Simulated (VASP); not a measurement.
# Be (P2_1/m) in VASP: a series of runs

Be is run at these levels: PBE+D3(BJ); tasks: single point.

Program: VASP 6.6.1. These are calculated values, not measurements. Logs are shortened: lines on timing, memory, paths and dates and some standing lists are left out, and cuts for length are marked.

### Step 1. The cell of the first run

Symmetry: P2_1/m, No. 11, monoclinic system. Conventional cell: a = 2.214 Å, b = 3.500 Å, c = 2.214 Å, α = 90.00°, β = 120.00°, γ = 90.00°. Be (site symmetry m) has 12 Be at 2.07 to 2.28 Å within 2.7 Å.

### Step 2. Single point, PBE+D3(BJ) (atoms displaced along a vibrational mode)

Input file INCAR:

```
PREC = Accurate ; ENCUT = 520
EDIFF = 1E-7 ; ISMEAR = 0
SIGMA = 0.15 ; LREAL = F
LASPH = T ; NELM = 60
ALGO = Fast ; ISIF = 2
LWAVE = F ; LCHARG = F
GGA = PE ; IVDW = 12
NBANDS = 9
```

Input file KPOINTS:

```
regular mesh
0
Gamma
  24 24 12
```

Input file POSCAR:

```
Be
1.0
    2.2141966284      0.0000000000      0.0000000000
   -1.1070983142      1.9175505292      0.0000000000
    0.0000000000      0.0000000000      3.5001053904
Be
2
Direct
    0.2862733755      0.6666666667      0.2500000000
    0.7137266245      0.3333333333      0.7500000000
```

Potentials or basis: VASP PAW PBE potentials, release 64 (Be).

Run with:

```bash
$ cat potpaw_PBE.64/Be/POTCAR > POTCAR
$ mpirun -np 1 vasp_std > vasp.out
```

OUTCAR:

```text
PREC = Accurate
   ENCUT = 520
   EDIFF = 1E-7
   ISMEAR = 0
   LREAL = F
   LASPH = T
   NELM = 60
   ISIF = 2
   GGA = PE
   IVDW = 12
 IVDW          = 12

 ion  position               nearest neighbor table
   1  0.286  0.667  0.250-   2 2.07   2 2.07   2 2.18   2 2.18   2 2.28   2 2.28
   2  0.714  0.333  0.750-   1 2.07   1 2.07   1 2.18   1 2.18   1 2.28   1 2.28

  LATTYP: Found a hexagonal cell.
 ALAT       =     2.2141966284
 C/A-ratio  =     1.5807563545

  Lattice vectors:

 A1 = (   2.2141966284,   0.0000000000,   0.0000000000)
 A2 = (  -1.1070983142,   1.9175505292,   0.0000000000)
 A3 = (   0.0000000000,   0.0000000000,   3.5001053904)

Analysis of symmetry for initial positions (statically):
=====================================================================
 Subroutine PRICEL returns:
 Original cell was already a primitive cell.

 Routine SETGRP: Setting up the symmetry group for a
 hexagonal supercell.

 Subroutine GETGRP returns: Found  4 space group operations
 (whereof  2 operations were pure point group operations)
 out of a pool of 24 trial point group operations.

The static configuration has the point symmetry S_2 .
 The point group associated with its full space group is C_2h.

Analysis of symmetry for dynamics (positions and initial velocities):
=====================================================================
 Subroutine PRICEL returns:
 Original cell was already a primitive cell.

 Routine SETGRP: Setting up the symmetry group for a
 hexagonal supercell.

 Subroutine GETGRP returns: Found  4 space group operations
 (whereof  2 operations were pure point group operations)
 out of a pool of 24 trial point group operations.

The dynamic configuration has the point symmetry S_2 .
 The point group associated with its full space group is C_2h.

 Subroutine INISYM returns: Found  4 space group operations
 (whereof  2 operations are pure point group operations),
 and found     1 'primitive' translations

----------------------------------------------------------------------------------------

                                     Primitive cell

  volume of cell :      14.8609

  direct lattice vectors                    reciprocal lattice vectors
     2.214196628  0.000000000  0.000000000     0.451631073  0.260749322  0.000000000
    -1.107098314  1.917550529  0.000000000     0.000000000  0.521498644  0.000000000
     0.000000000  0.000000000  3.500105390     0.000000000  0.000000000  0.285705683

  length of vectors
     2.214196628  2.214196628  3.500105390     0.521498644  0.521498644  0.285705683

  position of ions in fractional coordinates (direct lattice)
     0.286273376  0.666666667  0.250000000
     0.713726624  0.333333333  0.750000000

  ion indices of the primitive-cell ions
   primitive index   ion index
                 1           1
                 2           2

----------------------------------------------------------------------------------------

 KPOINTS: regular mesh

Automatic generation of k-mesh.
 Grid dimensions read from file:
 generate k-points for:   24   24   12

 Generating k-lattice:

  Cartesian coordinates                     Fractional coordinates (reciprocal lattice)
     0.018817961  0.010864555  0.000000000     0.041666667  0.000000000  0.000000000
     0.000000000  0.021729110  0.000000000     0.000000000  0.041666667  0.000000000
     0.000000000  0.000000000  0.023808807     0.000000000  0.000000000  0.083333333

  Length of vectors
     0.021729110  0.021729110  0.023808807

  Shift w.r.t. Gamma in fractional coordinates (k-lattice)
     0.000000000  0.000000000  0.000000000

 Subroutine IBZKPT returns following result:
 ===========================================

 Found   2030 irreducible k-points:

 Following reciprocal coordinates:
            Coordinates               Weight
  0.000000  0.000000  0.000000      1.000000
  0.041667  0.000000  0.000000      2.000000
  0.000000  0.041667  0.000000      2.000000
 -0.041667  0.041667  0.000000      2.000000
  0.083333  0.000000  0.000000      2.000000
  0.000000  0.083333  0.000000      2.000000
[... 16 lines left out ...]
  0.333333  0.000000  0.000000      2.000000
  0.000000  0.333333  0.000000      2.000000
 [... further k-points ...]
   k-points           NKPTS =   2030   k-points in BZ     NKDIM =   2030   number of bands    NBANDS=      9
   number of dos      NEDOS =    301   number of ions     NIONS =      2
   total plane-waves  NPLWV =   7168
   dimension x,y,z NGX =    16 NGY =   16 NGZ =   28
   dimension x,y,z NGXF=    32 NGYF=   32 NGZF=   56
   ions per type =               2
   NGX,Y,Z   is equivalent  to a cutoff of  12.01, 12.01, 13.30 a.u.
   NGXF,Y,Z  is equivalent  to a cutoff of  24.03, 24.03, 26.60 a.u.
 SYSTEM =  unknown system
   PREC   = accura    normal or accurate (medium, high low for compatibility)
   ISTART =      0    job   : 0-new  1-cont  2-samecut
   ICHARG =      2    charge: 1-file 2-atom 10-const
   ISPIN  =      1    spin polarized calculation?
   LNONCOLLINEAR =      F non collinear calculations
   LSORBIT =      F    spin-orbit coupling
   LASPH  =      T    aspherical Exc in radial PAW
   ENCUT  =  520.0 eV  38.22 Ry    6.18 a.u.   4.12  4.12  6.51*2*pi/ulx,y,z
   NELM   =     60;   NELMIN=  2; NELMDL= -5     # of ELM steps
   EDIFF  = 0.1E-06   stopping-criterion for ELM
   LREAL  =      F    real-space projection
   EDIFFG = 0.1E-05   stopping-criterion for IOM
   NSW    =      0    number of steps for IOM
   IBRION =     -1    ionic relax: 0-MD 1-quasi-New 2-CG
   NFREE  =      0    steps in history (QN), initial steepest desc. (CG)
   ISIF   =      2    stress and relaxation
   ISYM   =      2    0-nonsym 1-usesym 2-fastsym
   POTIM  = 0.5000    time-step for ionic-motion
   TEBEG  =    0.0;   TEEND  =   0.0 temperature during run
   PSTRESS=    0.0 pullay stress
   NELECT =       4.0000    total number of electrons
   NUPDOWN=      -1.0000    fix difference up-down
   EMIN   =  10.00;   EMAX   =-10.00  energy-range for DOS
   EFERMI =   0.00;   METHOD = LEGACY
   ISMEAR =     0;   SIGMA  =   0.15  broadening in eV -4-tet -1-fermi 0-gaus
   EFERMI_NEDOS =   21; number of points for ismear=-14 and -15
   IALGO  =     68    algorithm
   IMIX   =      4    mixing-type and parameters
     AMIX     =   0.40;   BMIX     =  1.00
     AMIX_MAG =   1.60;   BMIX_MAG =  1.00
  volume/ion in A,a.u.               =       7.43        50.14
  Fermi-wavevector in a.u.,A,eV,Ry     =   1.057012  1.997464 15.201455  1.117275
  Thomas-Fermi vector in A             =   2.192270
   LORBIT       =      0    0 simple, 1 ext, 2 COOP (PROOUT), +10 PAW based schemes
   GGA     = PE    functional components
   LHFCALC =     F    Hartree Fock is set to
   AEXX    =    0.0000 exact exchange contribution
   IVDW    =    12    specifies the selected vdW correction
   LEPSILON=     F    determine dielectric tensor
   LRPA    =     F    only Hartree local field effects (RPA)
 non-spin polarized calculation
 RMM-DIIS sequential band-by-band and
 Gauss-broadening in eV      SIGMA  =   0.15
  energy-cutoff  :      520.00
  volume of cell :       14.86
 maximum number of plane-waves:       418
   NGX =  9   NGY =  9   NGZ = 13

 number of electron       4.0000000 magnetization

 Free energy of the ion-electron system (eV)
  ---------------------------------------------------
  ext. energy  EPLUGINS =         0.00000000
  ---------------------------------------------------
  free energy    TOTEN  =        -7.42435108 eV

  energy without entropy =       -7.42261462  energy(sigma->0) =       -7.42348285

 E-fermi :   7.6030     XC(G=0): -10.8110

 val. band max:        7.6028700972   @ k =  -0.3750  -0.2917  -0.3333
 cond. band min:       7.6160356665   @ k =   0.2500   0.2917   0.0000
 fundamental gap:      0.0131655694
 Fermi energy:         7.6029877029

 k-point     1 :       0.0000    0.0000    0.0000
  band No.  band energies     occupation
      1      -4.1481      2.00000
      2       2.8171      2.00000
      3       8.8126      0.00000
      4      23.8770      0.00000
      5      25.3062      0.00000
      6      26.2481      0.00000
      7      28.4016      0.00000
      8      29.5422      0.00000
      9      35.3964      0.00000

 k-point     2 :       0.0417    0.0000    0.0000
  band No.  band energies     occupation
      1      -4.0971      2.00000
      2       2.8859      2.00000
      3       8.8227      0.00000
      4      23.5394      0.00000
      5      24.6745      0.00000
      6      26.6418      0.00000
      7      28.3782      0.00000
      8      29.4250      0.00000
      9      33.8308      0.00000

 k-point     3 :       0.0000    0.0417    0.0000
  band No.  band energies     occupation
      1      -4.0970      2.00000
      2       2.8855      2.00000
      3       8.8253      0.00000
      4      23.5247      0.00000
      5      24.8201      0.00000
      6      26.2907      0.00000
      7      28.5478      0.00000
      8      29.4489      0.00000
      9      34.2672      0.00000

 k-point     4 :      -0.0417    0.0417    0.0000
  band No.  band energies     occupation
      1      -4.0969      2.00000
      2       2.8849      2.00000
      3       8.8288      0.00000
      4      23.5965      0.00000
      5      24.5353      0.00000
      6      26.5587      0.00000
      7      28.4846      0.00000
      8      29.4814      0.00000
      9      34.7448      0.00000
[... 205 lines left out ...]
 k-point    22 :      -0.2917    0.2917    0.0000
  band No.  band energies     occupation
      1      -1.6443      2.00000
      2       6.0889      2.00000
      3       9.0258      0.00000
      4      14.2693      0.00000
      5      19.0490      0.00000
      6      22.8534      0.00000
      7      23.4042      0.00000
      8      26.0482      0.00000
      9      29.4033      0.00000

 k-point    23 :       0.3333    0.0000    0.0000
  band No.  band energies     occupation
      1      -0.8680      2.00000
      2       7.1984      1.99986
      3       7.7157      0.28775
      4      14.9622      0.00000
      5      18.6054      0.00000
      6      19.8786      0.00000
      7      21.6432      0.00000
      8      25.3942      0.00000
      9      28.7150      0.00000

 k-point    24 :       0.0000    0.3333    0.0000
  band No.  band energies     occupation
      1      -0.8781      2.00000
      2       7.1389      1.99999
      3       8.0155      0.00010
      4      14.3226      0.00000
      5      18.7880      0.00000
      6      20.2621      0.00000
      7      21.7308      0.00000
      8      24.4787      0.00000
      9      30.4122      0.00000

 [... further k-points ...]

------------------------ aborting loop because EDIFF is reached ----------------------------------------

 Edisp (eV)   -0.75732

 E8    (eV) :    -0.2626

  FORCE on cell =-STRESS in cart. coord.  units (eV):
  Direction    XX          YY          ZZ          XY          YZ          ZX
  --------------------------------------------------------------------------------------
  -------------------------------------------------------------------------------------
  Total      -0.05560     0.07117     0.29502     0.58616     0.00000     0.00000
  in kB      -5.99381     7.67293    31.80678    63.19475     0.00000     0.00000
  external pressure =       11.16 kB  Pullay stress =        0.00 kB

 VOLUME and BASIS-vectors are now :
 -----------------------------------------------------------------------------
  energy-cutoff  :      520.00
  volume of cell :       14.86
      direct lattice vectors                 reciprocal lattice vectors
     2.214196628  0.000000000  0.000000000     0.451631073  0.260749322  0.000000000
    -1.107098314  1.917550529  0.000000000     0.000000000  0.521498644  0.000000000
     0.000000000  0.000000000  3.500105390     0.000000000  0.000000000  0.285705683

 POSITION                                       TOTAL-FORCE (eV/Angst)
 -----------------------------------------------------------------------------------
     -0.10420      1.27837      0.87503         0.785607      0.194013      0.000000
      1.21130      0.63918      2.62508        -0.785607     -0.194013      0.000000
 -----------------------------------------------------------------------------------
    total drift:                                0.000000     -0.000000      0.000000

  FREE ENERGIE OF THE ION-ELECTRON SYSTEM (eV)
  ---------------------------------------------------
  free  energy   TOTEN  =        -8.1816731183 eV

  energy  without entropy=       -8.1799366595  energy(sigma->0) =       -8.18080489
```

Wall time 1.9 min (1 thread of Oxide Virtual Turin-like, shared host); peak memory 0.3 GiB.

What came out:

```
Free energy                : -8.1817 eV
Pressure                   : 1.1 GPa
Largest force              : 0.809 eV/Å
Band gap on the k mesh     : zero (bands 2 and 3 overlap by 2.19 eV)
Dispersion energy per atom : -0.379 eV
```

Forces in eV/Å, atoms in the order of the input:
```
Be   0.786  0.194  0.000
Be  -0.786 -0.194  0.000
```

Caveat: the cell differs from its parent crystal (atoms displaced along a vibrational mode).

### Step 3. Single point, PBE+D3(BJ) (atoms displaced along a vibrational mode, the cell strained)

Input file INCAR:

```
PREC = Accurate
ENCUT = 520
EDIFF = 1E-7
ISMEAR = 0
SIGMA = 0.15
LREAL = False
LASPH = True
NELM = 60
ALGO = Fast
ISIF = 2
LWAVE = False
LCHARG = True
GGA = PE
IVDW = 12
LELF = True
LVHAR = True
NBANDS = 9
```

Input file KPOINTS:

```
Automatic mesh
0
Gamma
  24 24 12
```

Input file POSCAR:

```
Be
1.0
    2.2325744604      0.0000000000      0.0000000000
   -1.1162872302      1.9334661986      0.0000000000
    0.0000000000      0.0000000000      3.5291562651
Be
2
Direct
    0.2705566141      0.6666666667      0.2500000000
    0.7294433859      0.3333333333      0.7500000000
```

Potentials or basis: VASP PAW PBE potentials, release 64 (Be).

Run with:

```bash
$ cat potpaw_PBE.64/Be/POTCAR > POTCAR
$ mpirun -np 1 vasp_std > vasp.out
```

Wall time 3.5 min (1 thread of Oxide Virtual Turin-like, shared host); peak memory 0.31 GiB.

Results (log left out):

```yaml
Free_energy: -8.1193 eV
Pressure: -1.4 GPa
Largest_force: 1.032 eV/Å
Band_gap_on_the_k_mesh: zero (bands 2 and 3 overlap by 2.08 eV)
Dispersion_energy_per_atom: -0.369 eV
```

Forces in eV/Å, atoms in the order of the input:
```
Be   0.979  0.326  0.000
Be  -0.979 -0.326  0.000
```

Stress tensor (GPa, compression positive):
```
-4.24  7.24  0.00
 7.24 -2.12  0.00
 0.00  0.00  2.05
```

Levels at points of the mesh, in eV from the Fermi level:
| k point | band 1 | band 2 | band 3 | band 4 | band 5 | band 6 | band 7 |
| --- | --- | --- | --- | --- | --- | --- | --- |
| (0.00, 0.00, 0.00) | -11.65 | -4.75 | 1.09 | 15.83 | 17.67 | 17.92 | 20.58 |
| (0.50, 0.00, 0.00) | -4.67 | -4.14 | 4.70 | 5.04 | 8.55 | 9.22 | 9.85 |
| (0.00, 0.50, 0.00) | -5.23 | -3.26 | 3.50 | 6.57 | 6.84 | 10.21 | 10.27 |
| (0.50, 0.50, 0.00) | -5.61 | -2.25 | 2.76 | 5.20 | 7.89 | 9.71 | 10.97 |
| (0.00, 0.00, 0.50) | -9.47 | -9.47 | 10.74 | 10.74 | 17.96 | 17.96 | 18.27 |
| (0.50, 0.00, 0.50) | -4.04 | -4.04 | 2.09 | 2.09 | 12.23 | 12.23 | 14.85 |
| (0.00, 0.50, 0.50) | -3.84 | -3.84 | 1.62 | 1.62 | 12.08 | 12.08 | 16.09 |
| (0.50, 0.50, 0.50) | -3.45 | -3.45 | 0.83 | 0.83 | 12.22 | 12.22 | 17.26 |

Caveat: the cell differs from its parent crystal (atoms displaced along a vibrational mode, the cell strained); the stress differs along the axes, from -4 to 2 GPa; forces of over 1 eV/Å act on the atoms, so gaps and moduli don't describe the material at rest.

(Part 1 of 2 ends here.)

The gap in the log of VASP goes by the Fermi energy; the results here count the filled bands.